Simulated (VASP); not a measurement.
# ScBC (P6_3/mmc) in VASP: notebook

ScBC is run at these levels: LDA; tasks: single point.

All numbers are computed with VASP 6.6.1; they aren't measurements. Logs are shortened: lines on timing, memory, paths and dates and some standing lists are left out, and cuts for length are marked.

## 1. The cell of the first run

Symmetry: P6_3/mmc, No. 194, hexagonal system. The conventional cell has a = 2.794 Å, b = 2.794 Å, c = 7.011 Å, α = 90.00°, β = 90.00°, γ = 120.00°. Sc (site symmetry -3m) has 6 B at 2.38 Å and 6 C at 2.38 Å and 6 Sc at 2.79 Å within 3.1 Å. B (site symmetry -6m2) has 3 C at 1.61 Å within 2.1 Å. C (site symmetry -6m2) has 3 B at 1.61 Å within 2.1 Å.

## 2. Single point, LDA

The input, INCAR:

```
SYSTEM = ScBC
ALGO = Normal ; EDIFF = 1E-6
ENCUT = 520 ; ISIF = 2
ISMEAR = -1 ; LASPH = .TRUE.
LCHARG = .FALSE. ; LREAL = .FALSE.
LWAVE = .FALSE. ; NBANDS = 27
NELM = 100 ; PREC = Accurate
SIGMA = 0.05
```

The input, KPOINTS:

```
k-points
0
G
  9 9 3
  0 0 0
```

The input, POSCAR:

```
ScBC
1.0
    2.7944988450      0.0000000000      0.0000000000
   -1.3972499016      2.4201068802      0.0000000000
    0.0000000000      0.0000000000      7.0109147792
Sc B C
2 2 2
Direct
    0.0000000000      0.0000000000      0.0000000000
    0.0000000000      0.0000000000      0.5000000000
    0.6666666667      0.3333333333      0.2500000000
    0.3333333333      0.6666666667      0.7500000000
    0.6666666667      0.3333333333      0.7500000000
    0.3333333333      0.6666666667      0.2500000000
```

Potentials or basis: VASP PAW LDA potentials, release 64 (Sc_sv, B, C).

On the command line:

```bash
cat potpaw_LDA.64/Sc_sv/POTCAR potpaw_LDA.64/B/POTCAR potpaw_LDA.64/C/POTCAR > POTCAR
mpirun -np 1 vasp_std > vasp.out
```

OUTCAR:

```text
SYSTEM = ScBC
   EDIFF = 1E-6
   ENCUT = 520
   ISIF = 2
   ISMEAR = -1
   LASPH = .TRUE.
   LREAL = .FALSE.
   NELM = 100
   PREC = Accurate

 ion  position               nearest neighbor table
   1  0.000  0.000  0.000-   3 2.38   5 2.38   4 2.38   6 2.38   3 2.38   5 2.38   4 2.38   6 2.38
                             3 2.38   4 2.38   5 2.38   6 2.38
   2  0.000  0.000  0.500-   3 2.38   5 2.38   4 2.38   6 2.38   3 2.38   5 2.38   4 2.38   6 2.38
                             3 2.38   4 2.38   5 2.38   6 2.38
   3  0.667  0.333  0.250-   6 1.61   6 1.61   6 1.61   1 2.38   2 2.38   1 2.38   2 2.38   1 2.38
                             2 2.38
   4  0.333  0.667  0.750-   5 1.61   5 1.61   5 1.61   2 2.38   1 2.38   2 2.38   1 2.38   1 2.38
                             2 2.38
   5  0.667  0.333  0.750-   4 1.61   4 1.61   4 1.61   1 2.38   2 2.38   1 2.38   2 2.38   1 2.38
                             2 2.38
   6  0.333  0.667  0.250-   3 1.61   3 1.61   3 1.61   2 2.38   1 2.38   2 2.38   1 2.38   1 2.38
                             2 2.38

  LATTYP: Found a hexagonal cell.
 ALAT       =     2.7944988450
 C/A-ratio  =     2.5088272238

  Lattice vectors:

 A1 = (   2.7944988450,   0.0000000000,   0.0000000000)
 A2 = (  -1.3972499016,   2.4201068802,   0.0000000000)
 A3 = (   0.0000000000,   0.0000000000,   7.0109147792)

Analysis of symmetry for initial positions (statically):
=====================================================================
 Subroutine PRICEL returns:
 Original cell was already a primitive cell.

 Routine SETGRP: Setting up the symmetry group for a
 hexagonal supercell.

 Subroutine GETGRP returns: Found 24 space group operations
 (whereof 12 operations were pure point group operations)
 out of a pool of 24 trial point group operations.

The static configuration has the point symmetry D_3d.
 The point group associated with its full space group is D_6h.

Analysis of symmetry for dynamics (positions and initial velocities):
=====================================================================
 Subroutine PRICEL returns:
 Original cell was already a primitive cell.

 Routine SETGRP: Setting up the symmetry group for a
 hexagonal supercell.

 Subroutine GETGRP returns: Found 24 space group operations
 (whereof 12 operations were pure point group operations)
 out of a pool of 24 trial point group operations.

The dynamic configuration has the point symmetry D_3d.
 The point group associated with its full space group is D_6h.

 Subroutine INISYM returns: Found 24 space group operations
 (whereof 12 operations are pure point group operations),
 and found     1 'primitive' translations

----------------------------------------------------------------------------------------

                                     Primitive cell

  volume of cell :      47.4147

  direct lattice vectors                    reciprocal lattice vectors
     2.794498845  0.000000000  0.000000000     0.357845916  0.206602516  0.000000000
    -1.397249902  2.420106880  0.000000000     0.000000000  0.413204891  0.000000000
     0.000000000  0.000000000  7.010914779     0.000000000  0.000000000  0.142634739

  length of vectors
     2.794498845  2.794498989  7.010914779     0.413204912  0.413204891  0.142634739

  position of ions in fractional coordinates (direct lattice)
     0.000000000  0.000000000  0.000000000
     0.000000000  0.000000000  0.500000000
     0.666666667  0.333333333  0.250000000
     0.333333333  0.666666667  0.750000000
     0.666666667  0.333333333  0.750000000
     0.333333333  0.666666667  0.250000000

  ion indices of the primitive-cell ions
   primitive index   ion index
                 1           1
                 2           2
                 3           3
                 4           4
                 5           5
                 6           6

----------------------------------------------------------------------------------------

 KPOINTS: k-points

Automatic generation of k-mesh.
 Grid dimensions read from file:
 generate k-points for:    9    9    3

 Generating k-lattice:

  Cartesian coordinates                     Fractional coordinates (reciprocal lattice)
     0.039760657  0.022955835  0.000000000     0.111111111 -0.000000000  0.000000000
     0.000000000  0.045911655  0.000000000     0.000000000  0.111111111  0.000000000
     0.000000000  0.000000000  0.047544913     0.000000000  0.000000000  0.333333333

  Length of vectors
     0.045911657  0.045911655  0.047544913

  Shift w.r.t. Gamma in fractional coordinates (k-lattice)
     0.000000000  0.000000000  0.000000000

 Subroutine IBZKPT returns following result:
 ===========================================

 Found     24 irreducible k-points:

 Following reciprocal coordinates:
            Coordinates               Weight
  0.000000  0.000000  0.000000      1.000000
  0.111111 -0.000000  0.000000      6.000000
  0.222222  0.000000  0.000000      6.000000
  0.333333  0.000000  0.000000      6.000000
  0.444444  0.000000  0.000000      6.000000
  0.111111  0.111111  0.000000      6.000000
[... 16 lines left out ...]
  0.333333  0.222222  0.333333     24.000000
  0.333333  0.333333  0.333333      4.000000
   k-points           NKPTS =     24   k-points in BZ     NKDIM =     24   number of bands    NBANDS=     27
   number of dos      NEDOS =    301   number of ions     NIONS =      6
   total plane-waves  NPLWV =  31104
   dimension x,y,z NGX =    24 NGY =   24 NGZ =   54
   dimension x,y,z NGXF=    48 NGYF=   48 NGZF=  108
   ions per type =               2   2   2
   NGX,Y,Z   is equivalent  to a cutoff of  14.28, 14.28, 12.80 a.u.
   NGXF,Y,Z  is equivalent  to a cutoff of  28.56, 28.56, 25.61 a.u.
 SYSTEM =  ScBC
   PREC   = accura    normal or accurate (medium, high low for compatibility)
   ISTART =      0    job   : 0-new  1-cont  2-samecut
   ICHARG =      2    charge: 1-file 2-atom 10-const
   ISPIN  =      1    spin polarized calculation?
   LNONCOLLINEAR =      F non collinear calculations
   LSORBIT =      F    spin-orbit coupling
   LASPH  =      T    aspherical Exc in radial PAW
   ENCUT  =  520.0 eV  38.22 Ry    6.18 a.u.   5.20  5.20 13.04*2*pi/ulx,y,z
   NELM   =    100;   NELMIN=  2; NELMDL= -5     # of ELM steps
   EDIFF  = 0.1E-05   stopping-criterion for ELM
   LREAL  =      F    real-space projection
   EDIFFG = 0.1E-04   stopping-criterion for IOM
   NSW    =      0    number of steps for IOM
   IBRION =     -1    ionic relax: 0-MD 1-quasi-New 2-CG
   NFREE  =      0    steps in history (QN), initial steepest desc. (CG)
   ISIF   =      2    stress and relaxation
   ISYM   =      2    0-nonsym 1-usesym 2-fastsym
   POTIM  = 0.5000    time-step for ionic-motion
   TEBEG  =    0.0;   TEEND  =   0.0 temperature during run
   PSTRESS=    0.0 pullay stress
   NELECT =      36.0000    total number of electrons
   NUPDOWN=      -1.0000    fix difference up-down
   EMIN   =  10.00;   EMAX   =-10.00  energy-range for DOS
   EFERMI =   0.00;   METHOD = LEGACY
   ISMEAR =    -1;   SIGMA  =   0.05  broadening in eV -4-tet -1-fermi 0-gaus
   EFERMI_NEDOS =   21; number of points for ismear=-14 and -15
   IALGO  =     38    algorithm
   IMIX   =      4    mixing-type and parameters
     AMIX     =   0.40;   BMIX     =  1.00
     AMIX_MAG =   1.60;   BMIX_MAG =  1.00
  volume/ion in A,a.u.               =       7.90        53.33
  Fermi-wavevector in a.u.,A,eV,Ry     =   1.493498  2.822302 30.348283  2.230536
  Thomas-Fermi vector in A             =   2.605891
   LORBIT       =      0    0 simple, 1 ext, 2 COOP (PROOUT), +10 PAW based schemes
   GGA     = CA    functional components
   LHFCALC =     F    Hartree Fock is set to
   AEXX    =    0.0000 exact exchange contribution
   IVDW    =     0    specifies the selected vdW correction
   LEPSILON=     F    determine dielectric tensor
   LRPA    =     F    only Hartree local field effects (RPA)
 non-spin polarized calculation
  energy-cutoff  :      520.00
  volume of cell :       47.41
 maximum number of plane-waves:      1285
 NGX is ok and might be reduce to    24
   NGX = 11   NGY = 11   NGZ = 27

 number of electron      35.9999995 magnetization

 Free energy of the ion-electron system (eV)
  ---------------------------------------------------
  ext. energy  EPLUGINS =         0.00000000
  ---------------------------------------------------
  free energy    TOTEN  =       -52.94277688 eV

  energy without entropy =      -52.93787116  energy(sigma->0) =      -52.94032402

 E-fermi :   9.8657     XC(G=0): -13.3899

 val. band max:        9.7140902481   @ k =   0.1111   0.1111   0.3333
 cond. band min:       9.9707315352   @ k =   0.3333   0.1111   0.0000
 fundamental gap:      0.2566412871
 Fermi energy:         9.8657003228

 k-point     1 :       0.0000    0.0000    0.0000
  band No.  band energies     occupation
      1     -38.4949      2.00000
      2     -38.4759      2.00000
      3     -18.2151      2.00000
      4     -17.8057      2.00000
      5     -16.7874      2.00000
      6     -16.7874      2.00000
[... 19 lines left out ...]
     26      13.7034      0.00000
     27      15.4899      0.00000

 k-point     2 :       0.1111   -0.0000    0.0000
  band No.  band energies     occupation
      1     -38.4623      2.00000
      2     -38.4437      2.00000
      3     -18.1593      2.00000
      4     -17.7670      2.00000
      5     -16.9800      2.00000
      6     -16.9541      2.00000
[... 19 lines left out ...]
     26      13.7689      0.00000
     27      15.5204      0.00000

 k-point     3 :       0.2222    0.0000    0.0000
  band No.  band energies     occupation
      1     -38.3787      2.00000
      2     -38.3611      2.00000
      3     -18.0153      2.00000
      4     -17.6679      2.00000
      5     -17.4436      2.00000
      6     -17.3969      2.00000
[... 19 lines left out ...]
     26      13.8752      0.00000
     27      15.7465      0.00000

 k-point     4 :       0.3333    0.0000    0.0000
  band No.  band energies     occupation
      1     -38.2818      2.00000
      2     -38.2656      2.00000
      3     -17.9375      2.00000
      4     -17.8734      2.00000
      5     -17.8454      2.00000
      6     -17.5530      2.00000
[... 19 lines left out ...]
     26      14.7737      0.00000
     27      15.7763      0.00000

 k-point     5 :       0.4444    0.0000    0.0000
  band No.  band energies     occupation
      1     -38.2176      2.00000
      2     -38.2022      2.00000
      3     -18.2429      2.00000
      4     -18.1712      2.00000
      5     -17.7324      2.00000
      6     -17.4767      2.00000
[... 19 lines left out ...]
     26      15.3937      0.00000
     27      15.4194      0.00000

 k-point     6 :       0.1111    0.1111    0.0000
  band No.  band energies     occupation
      1     -38.4041      2.00000
      2     -38.3863      2.00000
      3     -18.0593      2.00000
      4     -17.6981      2.00000
      5     -17.2895      2.00000
      6     -17.2489      2.00000
[... 444 lines left out ...]
      1     -38.1967      2.00000
      2     -38.1891      2.00000
      3     -18.2101      2.00000
      4     -18.1746      2.00000
      5     -17.6428      2.00000
      6     -17.5198      2.00000
[... 19 lines left out ...]
     26      15.9966      0.00000
     27      16.1243      0.00000

 k-point    22 :       0.2222    0.2222    0.3333
  band No.  band energies     occupation
      1     -38.2350      2.00000
      2     -38.2271      2.00000
      3     -17.9385      2.00000
      4     -17.9077      2.00000
      5     -17.7038      2.00000
      6     -17.5702      2.00000
[... 19 lines left out ...]
     26      15.7715      0.00000
     27      16.1248      0.00000

 k-point    23 :       0.3333    0.2222    0.3333
  band No.  band energies     occupation
      1     -38.1857      2.00000
      2     -38.1782      2.00000
      3     -18.0410      2.00000
      4     -18.0083      2.00000
      5     -17.6259      2.00000
      6     -17.5064      2.00000
[... 19 lines left out ...]
     26      16.0883      0.00000
     27      16.4638      0.00000

 k-point    24 :       0.3333    0.3333    0.3333
  band No.  band energies     occupation
      1     -38.1686      2.00000
      2     -38.1613      2.00000
      3     -17.8189      2.00000
      4     -17.8189      2.00000
      5     -17.7890      2.00000
      6     -17.7890      2.00000
[... 19 lines left out ...]
     26      16.0520      0.00000
     27      17.2103      0.00000

------------------------ aborting loop because EDIFF is reached ----------------------------------------

  FORCE on cell =-STRESS in cart. coord.  units (eV):
  Direction    XX          YY          ZZ          XY          YZ          ZX
  --------------------------------------------------------------------------------------
  -------------------------------------------------------------------------------------
  Total        8.0030915      8.0030908      5.4473473     -0.0000016      0.0000000     -0.0000000
  in kB      270.4302051    270.4301804    184.0697738     -0.0000535      0.0000000     -0.0000000
  external PRESSURE =     241.6433864 kB  Pullay stress =       0.0000000 kB

 VOLUME and BASIS-vectors are now :
 -----------------------------------------------------------------------------
  energy-cutoff  :      520.00
  volume of cell :       47.41
      direct lattice vectors                 reciprocal lattice vectors
     2.794498845  0.000000000  0.000000000     0.357845916  0.206602516  0.000000000
    -1.397249902  2.420106880  0.000000000     0.000000000  0.413204891  0.000000000
     0.000000000  0.000000000  7.010914779     0.000000000  0.000000000  0.142634739

 POSITION                                       TOTAL-FORCE (eV/Angst)
 -----------------------------------------------------------------------------------
      0.00000      0.00000      0.00000        -0.000000      0.000000      0.000000
      0.00000      0.00000      3.50546        -0.000000      0.000000      0.000000
      1.39725      0.80670      1.75273         0.000000     -0.000000      0.000000
     -0.00000      1.61340      5.25819        -0.000000      0.000000      0.000000
      1.39725      0.80670      5.25819         0.000000     -0.000000     -0.000000
     -0.00000      1.61340      1.75273        -0.000000      0.000000     -0.000000
 -----------------------------------------------------------------------------------
    total drift:                               -0.000000      0.000000      0.000000

  FREE ENERGIE OF THE ION-ELECTRON SYSTEM (eV)
  ---------------------------------------------------
  free  energy   TOTEN  =       -52.9427768771 eV

  energy  without entropy=      -52.9378711623  energy(sigma->0) =      -52.94032402
```

Run time: 14 s. Hardware: 1 thread of Intel Xeon 6975P-C (Granite Rapids), shared host; peak memory 0.16 GiB.

Results:

| Quantity | Value |
| --- | --- |
| Free energy | -52.9428 eV |
| Pressure | 24.2 GPa |
| Band gap on the k mesh | zero (band 18 reaches 10.42 eV, above the bottom of band 19 at 9.49 eV) |

## 3. Single point, LDA

This run uses another cell than the first one, of 8.26 Å³/atom, 1.045 times its volume.

The input, INCAR:

```
SYSTEM = ScBC
PREC     = Accurate       ! precision mode
ENCUT    = 520            ! plane-wave cutoff, eV
EDIFF    = 1E-7           ! SCF threshold, eV
ISMEAR   = -1             ! smearing method
SIGMA    = 0.05           ! smearing width, eV
LREAL    = .FALSE.        ! projectors in reciprocal space
LASPH    = .TRUE.         ! aspherical terms in the spheres
NELM     = 100            ! most SCF steps
ALGO     = Normal         ! electronic algorithm
ISIF     = 2              ! what is computed and relaxed
LWAVE    = .FALSE.        ! write WAVECAR
LCHARG   = .FALSE.        ! write CHGCAR
NBANDS   = 27             ! bands
```

The input, KPOINTS:

```
regular mesh
0
G
  9 9 3
  0 0 0
```

Edit POSCAR of step 2 so:

```diff
@@ -2,5 +2,5 @@
 1.0
-    2.7944988450      0.0000000000      0.0000000000
-   -1.3972499016      2.4201068802      0.0000000000
-    0.0000000000      0.0000000000      7.0109147792
+    2.8362139330      0.0000000000      0.0000000000
+   -1.4181074528      2.4562332045      0.0000000000
+    0.0000000000      0.0000000000      7.1155707277
 Sc B C
```

Potentials or basis: VASP PAW LDA potentials, release 64 (Sc_sv, B, C).

On the command line:

```bash
cat potpaw_LDA.64/Sc_sv/POTCAR potpaw_LDA.64/B/POTCAR potpaw_LDA.64/C/POTCAR > POTCAR
mpirun -np 1 vasp_std > vasp.out
```

Run time: 15 s. Hardware: 1 thread of Intel Xeon 6975P-C (Granite Rapids), shared host; peak memory 0.16 GiB.

The run converged. Its results:

| Item | Value |
| --- | --- |
| Free energy | -53.1713 eV |
| Pressure | 10.0 GPa |
| Band gap on the k mesh | zero (band 18 reaches 9.97 eV, above the bottom of band 19 at 9.04 eV) |

Stress tensor (GPa, compression positive):
```
11.73  0.00  0.00
 0.00 11.73  0.00
 0.00  0.00  6.46
```

Levels at points of the mesh, in eV from the Fermi level:
```csv
k point,band 14,band 15,band 16,band 17,band 18,band 19,band 20,band 21,band 22,band 23
"(0.00, 0.00, 0.00)",-3.71,-3.08,-3.08,-2.44,0.39,1.29,1.29,1.51,1.51,3.05
```

(Part 1 of 2 ends here.)
